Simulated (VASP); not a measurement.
Input of a VASP 6.6.1 run:

Contents of INCAR:

```
ALGO = Normal
EDIFF = 1E-6
ENCUT = 500
GGA = PS
GGA_COMPAT = F
ISIF = 2
ISMEAR = -1
IVDW = 12
LASPH = T
LCHARG = F
LREAL = F
LWAVE = F
NBANDS = 13
NELM = 120
PREC = Accurate
SIGMA = 0.1
```

The input KPOINTS:

```
k-points
0
Gamma
  14 14 13
```

POSCAR

```
Ge
1.0
    1.3646425500     -2.5830516375     -0.0150420875
    1.4296554500      2.6179803625      0.0499708125
    0.0337278875      0.0337278875      2.6982310000
Ge
1
Direct
    0.5000000000      0.5000000000      0.0000000000
```

Potentials or basis: VASP PAW PBE potentials, release 64 (Ge_d).

The run is started by

```console
$ cat potpaw_PBE.64/Ge_d/POTCAR > POTCAR
$ mpirun -np 1 vasp_std > vasp.out
```

Problem. What does it give for the pressure?

Solution. -6.9 GPa.

Problem. Predict the dispersion energy per atom.

Solution. -0.314 eV.

Problem. What does it give for the band gap on the k mesh?

Solution. Zero (bands 7 and 8 overlap by 9.35 eV).

Stress tensor (GPa, compression positive):
```
-5.54  0.02 -1.08
 0.02 -7.45 -0.96
-1.08 -0.96 -7.66
```

Caveat: three body term missing; the cell stands under tension; the PAW data sets were made with another functional, which shifts forces and pressure a little.
